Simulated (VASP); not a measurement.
# BN (I-4m2) in VASP: further runs

The runs below take BN through single point, with PBE.

Program: VASP 6.6.1. These are calculated values, not measurements. Logs are shortened: lines on timing, memory, paths and dates and some standing lists are left out, and cuts for length are marked.

## 1. The cell of the first run

The structure is tetragonal, space group I-4m2 (No. 119). Conventional cell: a = 2.667 Å, b = 2.667 Å, c = 3.626 Å, α = 90.00°, β = 90.00°, γ = 90.00°. B (site symmetry -4m2) has 4 N at 1.61 Å within 2.1 Å. N (site symmetry -4m2) has 4 B at 1.61 Å within 2.1 Å.

## 2. Single point, PBE (strain +0.040 along x and y, +0.000 along z)

The input, INCAR:

```
PREC = Accurate ; ENCUT = 520
EDIFF = 1E-6 ; ISMEAR = 0
SIGMA = 0.05 ; LREAL = False
LASPH = True ; NELM = 80
ALGO = Normal ; ISIF = 2
LWAVE = False ; LCHARG = False
GGA = PE ; NBANDS = 11
```

The input, KPOINTS:

```
regular mesh
0
Gamma
  12 12 12
```

The input, POSCAR:

```
BN
1.0
    0.0000000000      1.8855210400      1.8130010000
    1.8855210400      0.0000000000      1.8130010000
    1.8855210400      1.8855210400      0.0000000000
B N
1 1
Direct
    0.0000000000      0.0000000000      0.0000000000
    0.7500000000      0.7500000000      0.7500000000
```

Potentials or basis: VASP PAW PBE potentials, release 64 (B, N).

The run is started by

```bash
$ cat potpaw_PBE.64/B/POTCAR potpaw_PBE.64/N/POTCAR > POTCAR
$ mpirun -np 1 vasp_std > vasp.out
```

OUTCAR:

```text
PREC = Accurate
   ENCUT = 520
   EDIFF = 1E-6
   ISMEAR = 0
   LREAL = False
   LASPH = True
   NELM = 80
   ISIF = 2
   GGA = PE

 ion  position               nearest neighbor table
   1  0.000  0.000  0.000-   2 1.61   2 1.61   2 1.61   2 1.61
   2  0.750  0.750  0.750-   1 1.61   1 1.61   1 1.61   1 1.61

  LATTYP: Found a body centered tetragonal cell.
 ALAT       =     2.6665294269
 C/A-ratio  =     1.3598207331

  Lattice vectors:

 A1 = (   0.0000000000,  -1.8855210400,  -1.8130010000)
 A2 = (   0.0000000000,   1.8855210400,  -1.8130010000)
 A3 = (   1.8855210400,   0.0000000000,   1.8130010000)

Analysis of symmetry for initial positions (statically):
=====================================================================
 Subroutine PRICEL returns:
 Original cell was already a primitive cell.

 Routine SETGRP: Setting up the symmetry group for a
 body centered tetragonal supercell.

 Subroutine GETGRP returns: Found  8 space group operations
 (whereof  8 operations were pure point group operations)
 out of a pool of 16 trial point group operations.

The static configuration has the point symmetry D_2d.

Analysis of symmetry for dynamics (positions and initial velocities):
=====================================================================
 Subroutine PRICEL returns:
 Original cell was already a primitive cell.

 Routine SETGRP: Setting up the symmetry group for a
 body centered tetragonal supercell.

 Subroutine GETGRP returns: Found  8 space group operations
 (whereof  8 operations were pure point group operations)
 out of a pool of 16 trial point group operations.

The dynamic configuration has the point symmetry D_2d.

 Subroutine INISYM returns: Found  8 space group operations
 (whereof  8 operations are pure point group operations),
 and found     1 'primitive' translations

----------------------------------------------------------------------------------------

                                     Primitive cell

  volume of cell :      12.8911

  direct lattice vectors                    reciprocal lattice vectors
     0.000000000  1.885521040  1.813001000    -0.265178690  0.265178690  0.275785838
     1.885521040  0.000000000  1.813001000     0.265178690 -0.265178690  0.275785838
     1.885521040  1.885521040  0.000000000     0.265178690  0.265178690 -0.275785838

  length of vectors
     2.615752706  2.615752706  2.666529427     0.465507577  0.465507577  0.465507577

  position of ions in fractional coordinates (direct lattice)
     0.000000000  0.000000000  0.000000000
     0.750000000  0.750000000  0.750000000

  ion indices of the primitive-cell ions
   primitive index   ion index
                 1           1
                 2           2

----------------------------------------------------------------------------------------

 KPOINTS: regular mesh

Automatic generation of k-mesh.
 Grid dimensions read from file:
 generate k-points for:   12   12   12

 Generating k-lattice:

  Cartesian coordinates                     Fractional coordinates (reciprocal lattice)
    -0.022098224  0.022098224  0.022982153     0.083333333 -0.000000000  0.000000000
     0.022098224 -0.022098224  0.022982153    -0.000000000  0.083333333  0.000000000
     0.022098224  0.022098224 -0.022982153     0.000000000  0.000000000  0.083333333

  Length of vectors
     0.038792298  0.038792298  0.038792298

  Shift w.r.t. Gamma in fractional coordinates (k-lattice)
     0.000000000  0.000000000  0.000000000

 Subroutine IBZKPT returns following result:
 ===========================================

 Found    163 irreducible k-points:

 Following reciprocal coordinates:
            Coordinates               Weight
  0.000000  0.000000  0.000000      1.000000
  0.083333  0.000000  0.000000      8.000000
  0.166667  0.000000  0.000000      8.000000
  0.250000  0.000000  0.000000      8.000000
  0.333333  0.000000  0.000000      8.000000
  0.416667  0.000000  0.000000      8.000000
[... 16 lines left out ...]
  0.500000  0.166667  0.000000      8.000000
 -0.416667  0.166667  0.000000      8.000000
 [... further k-points ...]
   k-points           NKPTS =    163   k-points in BZ     NKDIM =    163   number of bands    NBANDS=     11
   number of dos      NEDOS =    301   number of ions     NIONS =      2
   total plane-waves  NPLWV =   8000
   dimension x,y,z NGX =    20 NGY =   20 NGZ =   20
   dimension x,y,z NGXF=    40 NGYF=   40 NGZF=   40
   ions per type =               1   1
   NGX,Y,Z   is equivalent  to a cutoff of  12.71, 12.71, 12.47 a.u.
   NGXF,Y,Z  is equivalent  to a cutoff of  25.42, 25.42, 24.94 a.u.
 SYSTEM =  unknown system
   PREC   = accura    normal or accurate (medium, high low for compatibility)
   ISTART =      0    job   : 0-new  1-cont  2-samecut
   ICHARG =      2    charge: 1-file 2-atom 10-const
   ISPIN  =      1    spin polarized calculation?
   LNONCOLLINEAR =      F non collinear calculations
   LSORBIT =      F    spin-orbit coupling
   LASPH  =      T    aspherical Exc in radial PAW
   ENCUT  =  520.0 eV  38.22 Ry    6.18 a.u.   4.86  4.86  4.96*2*pi/ulx,y,z
   NELM   =     80;   NELMIN=  2; NELMDL= -5     # of ELM steps
   EDIFF  = 0.1E-05   stopping-criterion for ELM
   LREAL  =      F    real-space projection
   EDIFFG = 0.1E-04   stopping-criterion for IOM
   NSW    =      0    number of steps for IOM
   IBRION =     -1    ionic relax: 0-MD 1-quasi-New 2-CG
   NFREE  =      0    steps in history (QN), initial steepest desc. (CG)
   ISIF   =      2    stress and relaxation
   ISYM   =      2    0-nonsym 1-usesym 2-fastsym
   POTIM  = 0.5000    time-step for ionic-motion
   TEBEG  =    0.0;   TEEND  =   0.0 temperature during run
   PSTRESS=    0.0 pullay stress
   NELECT =       8.0000    total number of electrons
   NUPDOWN=      -1.0000    fix difference up-down
   EMIN   =  10.00;   EMAX   =-10.00  energy-range for DOS
   EFERMI =   0.00;   METHOD = LEGACY
   ISMEAR =     0;   SIGMA  =   0.05  broadening in eV -4-tet -1-fermi 0-gaus
   EFERMI_NEDOS =   21; number of points for ismear=-14 and -15
   IALGO  =     38    algorithm
   IMIX   =      4    mixing-type and parameters
     AMIX     =   0.40;   BMIX     =  1.00
     AMIX_MAG =   1.60;   BMIX_MAG =  1.00
  volume/ion in A,a.u.               =       6.45        43.50
  Fermi-wavevector in a.u.,A,eV,Ry     =   1.396394  2.638802 26.530210  1.949915
  Thomas-Fermi vector in A             =   2.519752
   LORBIT       =      0    0 simple, 1 ext, 2 COOP (PROOUT), +10 PAW based schemes
   GGA     = PE    functional components
   LHFCALC =     F    Hartree Fock is set to
   AEXX    =    0.0000 exact exchange contribution
   IVDW    =     0    specifies the selected vdW correction
   LEPSILON=     F    determine dielectric tensor
   LRPA    =     F    only Hartree local field effects (RPA)
 non-spin polarized calculation
 Gauss-broadening in eV      SIGMA  =   0.05
  energy-cutoff  :      520.00
  volume of cell :       12.89
 maximum number of plane-waves:       358
   NGX =  9   NGY =  9   NGZ =  9

 number of electron       8.0000002 magnetization

 Free energy of the ion-electron system (eV)
  ---------------------------------------------------
  ext. energy  EPLUGINS =         0.00000000
  ---------------------------------------------------
  free energy    TOTEN  =       -17.34738864 eV

  energy without entropy =      -17.34738864  energy(sigma->0) =      -17.34738864

 E-fermi :   6.9116     XC(G=0): -12.3967

 val. band max:        6.5936041093   @ k =   0.0000   0.0000   0.0000
 cond. band min:      10.3327126639   @ k =   0.5000   0.5000   0.0000
 fundamental gap:      3.7391085546
 Fermi energy:         6.9115569164

 k-point     1 :       0.0000    0.0000    0.0000
  band No.  band energies     occupation
      1     -12.9036      2.00000
      2       6.2510      2.00000
      3       6.2510      2.00000
      4       6.5936      2.00000
      5      14.6011      0.00000
      6      14.8717      0.00000
      7      14.8717      0.00000
      8      15.3157      0.00000
      9      29.5212      0.00000
     10      32.1550      0.00000
     11      33.0539      0.00000

 k-point     2 :       0.0833    0.0000    0.0000
  band No.  band energies     occupation
      1     -12.7464      2.00000
      2       5.4782      2.00000
      3       6.0739      2.00000
      4       6.3539      2.00000
      5      14.6918      0.00000
      6      15.0534      0.00000
      7      15.1121      0.00000
      8      16.0140      0.00000
      9      29.4661      0.00000
     10      30.3605      0.00000
     11      31.3294      0.00000

 k-point     3 :       0.1667    0.0000    0.0000
  band No.  band energies     occupation
      1     -12.2814      2.00000
      2       3.5242      2.00000
      3       5.6403      2.00000
      4       5.9669      2.00000
      5      14.8269      0.00000
      6      15.6335      0.00000
      7      15.6587      0.00000
      8      17.4342      0.00000
      9      29.0715      0.00000
     10      29.0747      0.00000
     11      30.0459      0.00000

 k-point     4 :       0.2500    0.0000    0.0000
  band No.  band energies     occupation
      1     -11.5340      2.00000
      2       1.2222      2.00000
      3       5.1353      2.00000
      4       5.5369      2.00000
      5      14.9656      0.00000
      6      16.1554      0.00000
      7      16.2878      0.00000
      8      18.8296      0.00000
      9      28.5393      0.00000
     10      28.8677      0.00000
     11      29.6344      0.00000
[... 239 lines left out ...]
 k-point    22 :       0.4167    0.1667    0.0000
  band No.  band energies     occupation
      1      -9.6674      2.00000
      2      -1.3613      2.00000
      3       3.4016      2.00000
      4       3.7085      2.00000
      5      14.0595      0.00000
      6      17.9841      0.00000
      7      18.4055      0.00000
      8      19.0188      0.00000
      9      25.9650      0.00000
     10      31.2620      0.00000
     11      33.4051      0.00000

 k-point    23 :       0.5000    0.1667    0.0000
  band No.  band energies     occupation
      1      -8.8460      2.00000
      2      -2.7173      2.00000
      3       3.2039      2.00000
      4       3.4445      2.00000
      5      14.3611      0.00000
      6      17.9824      0.00000
      7      18.1903      0.00000
      8      20.1771      0.00000
      9      26.1269      0.00000
     10      31.2707      0.00000
     11      32.6686      0.00000

 k-point    24 :      -0.4167    0.1667    0.0000
  band No.  band energies     occupation
      1      -8.7588      2.00000
      2      -2.8583      2.00000
      3       2.8345      2.00000
      4       3.7216      2.00000
      5      14.7307      0.00000
      6      17.8382      0.00000
      7      17.8591      0.00000
      8      20.9510      0.00000
      9      26.1318      0.00000
     10      30.6066      0.00000
     11      31.3503      0.00000

 [... further k-points ...]
[... 5 lines left out ...]
  --------------------------------------------------------------------------------------
  -------------------------------------------------------------------------------------
  Total       -2.6139531     -2.6139531     -0.9221381      0.0000000     -0.0000000      0.0000000
  in kB     -324.8759563   -324.8759563   -114.6082124      0.0000000     -0.0000000      0.0000000
  external PRESSURE =    -254.7867083 kB  Pullay stress =       0.0000000 kB

 VOLUME and BASIS-vectors are now :
 -----------------------------------------------------------------------------
  energy-cutoff  :      520.00
  volume of cell :       12.89
      direct lattice vectors                 reciprocal lattice vectors
     0.000000000  1.885521040  1.813001000    -0.265178690  0.265178690  0.275785838
     1.885521040  0.000000000  1.813001000     0.265178690 -0.265178690  0.275785838
     1.885521040  1.885521040  0.000000000     0.265178690  0.265178690 -0.275785838

 POSITION                                       TOTAL-FORCE (eV/Angst)
 -----------------------------------------------------------------------------------
      0.00000      0.00000      0.00000         0.000000      0.000000      0.000000
      2.82828      2.82828      2.71950        -0.000000     -0.000000     -0.000000
 -----------------------------------------------------------------------------------
    total drift:                               -0.000000     -0.000000      0.000001

  FREE ENERGIE OF THE ION-ELECTRON SYSTEM (eV)
  ---------------------------------------------------
  free  energy   TOTEN  =       -17.3473886433 eV

  energy  without entropy=      -17.3473886433  energy(sigma->0) =      -17.34738864
```

It took 17 s on 1 thread of Intel Xeon Platinum 8259CL at 2.50GHz (Skylake/Cascade Lake), shared host; peak memory 0.13 GiB.

Results:

```
Free energy            : -17.3474 eV
Pressure               : -25.5 GPa
Band gap on the k mesh : 3.74 eV, indirect (least direct gap 8.01 eV)
```

Caveat: the cell differs from its parent crystal (strain +0.040 along x and y, +0.000 along z). A k mesh can miss the band edges.

(Part 1 of 2 ends here.)
